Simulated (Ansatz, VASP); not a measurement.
## Two plane-wave programs on Hf2Si3

File INCAR:

```
ALGO = Normal
EDIFF = 1E-7
EDIFFG = -0.01
ENCUT = 600
GGA = PE
IBRION = 2
ISIF = 3
ISMEAR = 0
LASPH = True
LCHARG = False
LREAL = False
LWAVE = False
NELM = 80
NSW = 100
PREC = Accurate
SIGMA = 0.1
```

The input KPOINTS:

```
k-points
0
Gamma
  10 10 8
```

The input POSCAR:

```
Hf2Si3
1.0
    4.2802770711      0.0000000000      0.0000000000
    0.0000000000      4.2802770711      0.0000000000
    0.0000000000      0.0000000000      5.5138458839
Hf Si
2 3
Direct
    0.0000000000      0.5000000000      0.0000000000
    0.5000000000      0.0000000000      0.0000000000
    0.0000000000      0.0000000000      0.2985491513
    0.0000000000      0.0000000000      0.7014508487
    0.5000000000      0.5000000000      0.5000000000
```

Input for Ansatz:

```yaml
crystal:
  lattice:
    - [4.2802770711, 0.0, 0.0]
    - [0.0, 4.2802770711, 0.0]
    - [0.0, 0.0, 5.5138458839]
  atoms:
    - { symbol: Hf, position: [0.0, 0.5, 0.0] }
    - { symbol: Hf, position: [0.5, 0.0, 0.0] }
    - { symbol: Si, position: [0.0, 0.0, 0.2985491513] }
    - { symbol: Si, position: [0.0, 0.0, 0.7014508487] }
    - { symbol: Si, position: [0.5, 0.5, 0.5] }
basis:
  ecutwfc: 420
kpoints:
  mp_grid: { grid: [10, 10, 8] }
hamiltonian:
  xc: pbe
scf:
  occupations: { method: gaussian, width: 0.1 }
output:
  forces: true
  stress: true
  eigenvalues: true
relax:
  adjacent_minimum: "off"
  f_tol: 0.01
  max_steps: 80
  cell: { stress_tol: 0.05 }
```

Alike in both runs: task relaxation of cell and atoms; functional PBE; k mesh 10 × 10 × 8; occupations gaussian, width 0.1 eV; no spin polarisation.

|  | VASP | Ansatz |
| --- | --- | --- |
| version | VASP 6.6.1 | Ansatz 0.2.0 |
| potentials or method | VASP PAW PBE potentials, release 64 (Hf_pv, Si), cutoff 600 eV | scalar-relativistic, plane waves, PAW |
| valence electrons in the cell | 32 | 64 |

|  | VASP | Ansatz | Ansatz less VASP |
| --- | --- | --- | --- |
| gap on the k mesh at the Fermi level, each at its own relaxed structure (eV) | none | none | - |
| relaxed volume (Å³/atom) | 20.38 | 20.42 | +0.039 |
| relaxed length of the cell vector where the two differ most in proportion (Å) | 4.658 | 4.662 | +0.0036 |

A gap of «none» marks a metal or a gap that the smearing closes. VASP's potentials hold 32 valence electrons a cell and Ansatz's 64, so a difference there can come from the potentials and not from the codes.

Neither program's run includes spin-orbit coupling.
